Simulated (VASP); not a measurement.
# TePt (P6_3/mmc) in VASP: notebook, part 2 of 2

VASP 6.6.1. The steps go on from the part before.

**4. Single point, LDA, collinear spin (22.68 Å³/atom)**

Contents of INCAR:

```
PREC = Accurate ; ENCUT = 520
EDIFF = 1E-7 ; ISMEAR = 0
SIGMA = 0.15 ; LREAL = False
LASPH = True ; NELM = 150
ALGO = Normal ; ISIF = 2
LWAVE = False ; LCHARG = True
ISPIN = 2 ; MAGMOM = 0 0 0.5 0.5
LORBIT = 11 ; NUPDOWN = 1.0
LMAXMIX = 4 ; GGA = CA
LELF = True ; LVHAR = True
NBANDS = 28
```

Contents of KPOINTS:

```
regular mesh
0
Gamma
  12 12 8
```

Contents of POSCAR:

```
TePt
1.0
    4.3073750233      0.0000000000      0.0000000000
   -2.1536875117      3.7302961938      0.0000000000
    0.0000000000      0.0000000000      5.6470759316
Te Pt
2 2
Direct
    0.3333333333      0.6666666667      0.2500000000
    0.6666666667      0.3333333333      0.7500000000
    0.0000000000      0.0000000000      0.0000000000
    0.0000000000      0.0000000000      0.5000000000
```

Potentials or basis: VASP PAW LDA potentials, release 64 (Te, Pt).

Started as:

```console
cat potpaw_LDA.64/Te/POTCAR potpaw_LDA.64/Pt/POTCAR > POTCAR
mpirun -np 1 vasp_std > vasp.out
```

OUTCAR:

```text
PREC = Accurate
   ENCUT = 520
   EDIFF = 1E-7
   ISMEAR = 0
   LREAL = False
   LASPH = True
   NELM = 150
   ISIF = 2
   ISPIN = 2
   LORBIT = 11
   NUPDOWN = 1.0
   GGA = CA

 ion  position               nearest neighbor table
   1  0.333  0.667  0.250-   3 2.86   4 2.86   3 2.86   4 2.86   3 2.86   4 2.86
   2  0.667  0.333  0.750-   3 2.86   4 2.86   3 2.86   4 2.86   3 2.86   4 2.86
   3  0.000  0.000  0.000-   4 2.82   4 2.82   1 2.86   2 2.86   2 2.86   1 2.86   2 2.86   1 2.86

   4  0.000  0.000  0.500-   3 2.82   3 2.82   1 2.86   2 2.86   2 2.86   1 2.86   2 2.86   1 2.86

  LATTYP: Found a hexagonal cell.
 ALAT       =     4.3073750233
 C/A-ratio  =     1.3110249052

  Lattice vectors:

 A1 = (   4.3073750233,   0.0000000000,   0.0000000000)
 A2 = (  -2.1536875117,   3.7302961938,   0.0000000000)
 A3 = (   0.0000000000,   0.0000000000,   5.6470759316)

Analysis of symmetry for initial positions (statically):
=====================================================================
 Subroutine PRICEL returns:
 Original cell was already a primitive cell.

 Routine SETGRP: Setting up the symmetry group for a
 hexagonal supercell.

 Subroutine GETGRP returns: Found 24 space group operations
 (whereof 12 operations were pure point group operations)
 out of a pool of 24 trial point group operations.

The static configuration has the point symmetry D_3d.
 The point group associated with its full space group is D_6h.

Analysis of symmetry for dynamics (positions and initial velocities):
=====================================================================
 Subroutine PRICEL returns:
 Original cell was already a primitive cell.

 Routine SETGRP: Setting up the symmetry group for a
 hexagonal supercell.

 Subroutine GETGRP returns: Found 24 space group operations
 (whereof 12 operations were pure point group operations)
 out of a pool of 24 trial point group operations.

The dynamic configuration has the point symmetry D_3d.
 The point group associated with its full space group is D_6h.

Analysis of structural, dynamic, and magnetic symmetry:
=====================================================================
 Subroutine PRICEL returns:
 Original cell was already a primitive cell.

 Routine SETGRP: Setting up the symmetry group for a
 hexagonal supercell.

 Subroutine GETGRP returns: Found 24 space group operations
 (whereof 12 operations were pure point group operations)
 out of a pool of 24 trial point group operations.

The overall configuration has the point symmetry D_3d.
 The point group associated with its full space group is D_6h.

 Subroutine INISYM returns: Found 24 space group operations
 (whereof 12 operations are pure point group operations),
 and found     1 'primitive' translations

----------------------------------------------------------------------------------------

                                     Primitive cell

  volume of cell :      90.7360

  direct lattice vectors                    reciprocal lattice vectors
     4.307375023  0.000000000  0.000000000     0.232159957  0.134037614  0.000000000
    -2.153687512  3.730296194  0.000000000     0.000000000  0.268075227  0.000000000
     0.000000000  0.000000000  5.647075932     0.000000000  0.000000000  0.177082797

  length of vectors
     4.307375023  4.307375023  5.647075932     0.268075227  0.268075227  0.177082797
[... 79 lines left out ...]
   ISPIN  =      2    spin polarized calculation?
   LNONCOLLINEAR =      F non collinear calculations
   LSORBIT =      F    spin-orbit coupling
   LASPH  =      T    aspherical Exc in radial PAW
   ENCUT  =  520.0 eV  38.22 Ry    6.18 a.u.   8.01  8.01 10.50*2*pi/ulx,y,z
   NELM   =    150;   NELMIN=  2; NELMDL= -5     # of ELM steps
   EDIFF  = 0.1E-06   stopping-criterion for ELM
   LREAL  =      F    real-space projection
   EDIFFG = 0.1E-05   stopping-criterion for IOM
   NSW    =      0    number of steps for IOM
   IBRION =     -1    ionic relax: 0-MD 1-quasi-New 2-CG
   NFREE  =      0    steps in history (QN), initial steepest desc. (CG)
   ISIF   =      2    stress and relaxation
   ISYM   =      2    0-nonsym 1-usesym 2-fastsym
   POTIM  = 0.5000    time-step for ionic-motion
   TEBEG  =    0.0;   TEEND  =   0.0 temperature during run
   PSTRESS=    0.0 pullay stress
   NELECT =      32.0000    total number of electrons
   NUPDOWN=       1.0000    fix difference up-down
   EMIN   =  10.00;   EMAX   =-10.00  energy-range for DOS
   EFERMI =   0.00;   METHOD = LEGACY
   ISMEAR =     0;   SIGMA  =   0.15  broadening in eV -4-tet -1-fermi 0-gaus
   EFERMI_NEDOS =   21; number of points for ismear=-14 and -15
   IALGO  =     38    algorithm
   IMIX   =      4    mixing-type and parameters
     AMIX     =   0.40;   BMIX     =  1.00
     AMIX_MAG =   1.60;   BMIX_MAG =  1.00
  volume/ion in A,a.u.               =      22.68       153.08
  Fermi-wavevector in a.u.,A,eV,Ry     =   1.156640  2.185733 18.202099  1.337817
  Thomas-Fermi vector in A             =   2.293259
   LORBIT       =     11    0 simple, 1 ext, 2 COOP (PROOUT), +10 PAW based schemes
   GGA     = CA    functional components
   LHFCALC =     F    Hartree Fock is set to
   AEXX    =    0.0000 exact exchange contribution
   IVDW    =     0    specifies the selected vdW correction
   LEPSILON=     F    determine dielectric tensor
   LRPA    =     F    only Hartree local field effects (RPA)
 spin polarized calculation
 Gauss-broadening in eV      SIGMA  =   0.15
  energy-cutoff  :      520.00
  volume of cell :       90.74
 maximum number of plane-waves:      2458
   NGX = 17   NGY = 17   NGZ = 21

 number of electron      31.9999998 magnetization       1.0000000

 Free energy of the ion-electron system (eV)
  ---------------------------------------------------
  ext. energy  EPLUGINS =         0.00000000
  ---------------------------------------------------
  free energy    TOTEN  =       -23.12489513 eV

  energy without entropy =      -23.09879670  energy(sigma->0) =      -23.11184592

 E-fermi :   8.2116     XC(G=0): -11.1492

 val. band max:        8.9477373108   @ k =   0.0833   0.0833   0.3750
 cond. band min:       8.2128765752   @ k =   0.2500   0.0833   0.1250
 fundamental gap:     -0.7348607356
 Fermi energy:         8.9517250723

 spin component 1

 k-point     1 :       0.0000    0.0000    0.0000
  band No.  band energies     occupation
      1      -5.0571      1.00000
      2      -2.6436      1.00000
      3       1.7943      1.00000
      4       2.8072      1.00000
      5       2.8072      1.00000
      6       3.3548      1.00000
[... 733 lines left out ...]
     27      19.1170      0.00000
     28      19.2916      0.00000

 [... further k-points ...]

 spin component 2

 k-point     1 :       0.0000    0.0000    0.0000
  band No.  band energies     occupation
      1      -4.9339      1.00000
      2      -2.5149      1.00000
      3       1.9192      1.00000
      4       2.9438      1.00000
      5       2.9438      1.00000
      6       3.4910      1.00000
[... 733 lines left out ...]
     27      19.2186      0.00000
     28      19.4034      0.00000

 [... further k-points ...]
[... 5 lines left out ...]
  --------------------------------------------------------------------------------------
  -------------------------------------------------------------------------------------
  Total       -4.7418149     -4.7418149     -5.2398604      0.0000000      0.0000000      0.0000000
  in kB      -83.7289317    -83.7289317    -92.5232047      0.0000000      0.0000000      0.0000000
  external PRESSURE =     -86.6603561 kB  Pullay stress =       0.0000000 kB

 VOLUME and BASIS-vectors are now :
 -----------------------------------------------------------------------------
  energy-cutoff  :      520.00
  volume of cell :       90.74
      direct lattice vectors                 reciprocal lattice vectors
     4.307375023  0.000000000  0.000000000     0.232159957  0.134037614  0.000000000
    -2.153687512  3.730296194  0.000000000     0.000000000  0.268075227  0.000000000
     0.000000000  0.000000000  5.647075932     0.000000000  0.000000000  0.177082797

 POSITION                                       TOTAL-FORCE (eV/Angst)
 -----------------------------------------------------------------------------------
     -0.00000      2.48686      1.41177        -0.000000      0.000000      0.000000
      2.15369      1.24343      4.23531         0.000000     -0.000000     -0.000000
      0.00000      0.00000      0.00000        -0.000000      0.000000     -0.000000
      0.00000      0.00000      2.82354         0.000000      0.000000     -0.000000
 -----------------------------------------------------------------------------------
    total drift:                               -0.000000      0.000000      0.000000

  FREE ENERGIE OF THE ION-ELECTRON SYSTEM (eV)
  ---------------------------------------------------
  free  energy   TOTEN  =       -23.1248951341 eV

  energy  without entropy=      -23.0987966995  energy(sigma->0) =      -23.11184592

 total charge

# of ion       s       p       d       tot
------------------------------------------
    1        1.420   1.761   0.087   3.267
    2        1.420   1.761   0.087   3.267
    3        0.602   0.449   8.170   9.221
    4        0.602   0.449   8.170   9.221
--------------------------------------------------
tot          4.044   4.419  16.514  24.977

 magnetization (x)

# of ion       s       p       d       tot
------------------------------------------
    1        0.019   0.117   0.005   0.141
    2        0.019   0.117   0.005   0.141
    3        0.010   0.027   0.213   0.250
    4        0.010   0.027   0.213   0.250
--------------------------------------------------
tot          0.058   0.288   0.436   0.783
```

OSZICAR:

```text
N       E                     dE             d eps       ncg     rms          rms(c)
DAV:   1     0.156090979419E+03    0.15609E+03   -0.13353E+04 10712   0.984E+02
DAV:   2    -0.160212922181E+02   -0.17211E+03   -0.15861E+03 12240   0.205E+02
DAV:   3    -0.234538227250E+02   -0.74325E+01   -0.72627E+01 12720   0.400E+01
DAV:   4    -0.235501714907E+02   -0.96349E-01   -0.96272E-01 12164   0.501E+00
DAV:   5    -0.235523487475E+02   -0.21773E-02   -0.21772E-02 12092   0.736E-01    0.187E+01
DAV:   6    -0.232316570437E+02    0.32069E+00   -0.81156E-01 11768   0.623E+00    0.111E+01
DAV:   7    -0.231502808527E+02    0.81376E-01   -0.15170E-01 11020   0.288E+00    0.444E+00
DAV:   8    -0.231266730241E+02    0.23608E-01   -0.80040E-02 11744   0.188E+00    0.134E+00
DAV:   9    -0.231257523963E+02    0.92063E-03   -0.44034E-03 11480   0.390E-01    0.705E-01
DAV:  10    -0.231249499346E+02    0.80246E-03   -0.29792E-03 11240   0.282E-01    0.322E-01
DAV:  11    -0.231248933096E+02    0.56625E-04   -0.81518E-05 11980   0.436E-02    0.373E-02
DAV:  12    -0.231248943523E+02   -0.10427E-05   -0.57912E-06 12124   0.116E-02    0.265E-02
DAV:  13    -0.231248950407E+02   -0.68836E-06   -0.58254E-07 11820   0.506E-03    0.858E-03
DAV:  14    -0.231248951341E+02   -0.93441E-07   -0.26975E-07 10112   0.362E-03
   1 F= -.23124895E+02 E0= -.23111846E+02  d E =-.260984E-01  mag=     1.0000
```

stdout:

```text
POSCAR found type information on POSCAR TePt
 POSCAR found :  2 types and       4 ions
 scaLAPACK will be used
 LDA part: xc-table for (Slater(with rela. corr.)+CA(PZ))
 , standard interpolation
 POSCAR, INCAR and KPOINTS ok, starting setup
 FFT: planning ... GRIDC
 FFT: planning ... GRID_SOFT
 FFT: planning ... GRID
 WAVECAR not read
 entering main loop
```

It took 11 min on 1 thread of AMD EPYC 7R13, shared host; peak memory 0.41 GiB.

What came out:

```
Free energy                                           : -23.1249 eV
Pressure                                              : -8.7 GPa
Net moment                                            : 1.00 μB per cell
Site moments                                          : Te +0.14; Pt +0.25 μB
Valence electrons inside the program's atomic spheres : Te 3.27; Pt 9.22
```

Stress tensor (GPa, compression positive):
```
-8.37  0.00  0.00
 0.00 -8.37  0.00
 0.00  0.00 -9.25
```

Caveat: the cell stands under tension; spin-orbit coupling is left out, which moves the levels of the heavy elements; the total moment is fixed, so each spin has its own Fermi level and the state may be an excited one.

**5. Single point, LDA, collinear spin (18.48 Å³/atom)**

This run uses another cell than the first one, of 18.48 Å³/atom.

Contents of INCAR:

```
ALGO = Normal
EDIFF = 1E-6
ENCUT = 520
GGA = CA
ISIF = 2
ISMEAR = 0
ISPIN = 2
LASPH = True
LCHARG = False
LMAXMIX = 4
LORBIT = 11
LREAL = False
LWAVE = False
MAGMOM = 0 0 0.25 0.25
NBANDS = 28
NELM = 150
NUPDOWN = 0.5
PREC = Accurate
SIGMA = 0.15
```

Contents of KPOINTS:

```
k-points
0
Gamma
  12 12 8
```

Contents of POSCAR:

```
TePt
1.0
    4.0231984860      0.0000000000      0.0000000000
   -2.0115992430      3.4841920933      0.0000000000
    0.0000000000      0.0000000000      5.2745134137
Te Pt
2 2
Direct
    0.3333333333      0.6666666667      0.2500000000
    0.6666666667      0.3333333333      0.7500000000
    0.0000000000      0.0000000000      0.0000000000
    0.0000000000      0.0000000000      0.5000000000
```

Started as:

```console
cat potpaw_LDA.64/Te/POTCAR potpaw_LDA.64/Pt/POTCAR > POTCAR
mpirun -np 1 vasp_std > vasp.out
```

Run time: 9 min. Hardware: 1 thread of Intel Xeon 8259CL, shared host; peak memory 0.38 GiB.

The run converged. Its results:

```
Free energy                                           : -22.7094 eV
Pressure                                              : 26.3 GPa
Net moment                                            : 0.50 μB per cell
Site moments                                          : Te +0.08; Pt +0.12 μB
Valence electrons inside the program's atomic spheres : Te 3.45; Pt 9.73
```

Stress tensor (GPa, compression positive):
```
25.64  0.00  0.00
 0.00 25.64  0.00
 0.00  0.00 27.66
```

Caveat: the cell stands under pressure; spin-orbit coupling is left out, which moves the levels of the heavy elements; the total moment is fixed, so each spin has its own Fermi level and the state may be an excited one.

**6. Overview**

| fixed moment (μB) | cell | pressure (GPa) | moment (μB) |
| --- | --- | --- | --- |
| 0.125 | a = 4.307, b = 4.307, c = 5.647 Å, angles 90.0, 90.0, 120.0°, 4 atoms | -9.1 | 0.12 |
| 0.75 | a = 4.142, b = 4.142, c = 5.430 Å, angles 90.0, 90.0, 120.0°, 4 atoms | 7.2 | 0.75 |
| 1.0 | a = 4.307, b = 4.307, c = 5.647 Å, angles 90.0, 90.0, 120.0°, 4 atoms | -8.7 | 1.00 |
| 0.5 | a = 4.023, b = 4.023, c = 5.275 Å, angles 90.0, 90.0, 120.0°, 4 atoms | 26.3 | 0.50 |

Alike in all rows: task single point; level LDA; potentials or basis VASP PAW LDA potentials, release 64 (Te, Pt); spin collinear; k mesh 12 × 12 × 8; cutoff (eV) 520; smearing gaussian 0.15 eV.

Caveats: spin-orbit coupling is left out, which moves the levels of the heavy elements; the total moment is fixed, so each spin has its own Fermi level and the state may be an excited one; the cell stands under tension (at least some runs); the cell stands under pressure (at least some runs).

Total energies depend on the potentials used, so only differences within one code and one set of settings carry meaning.
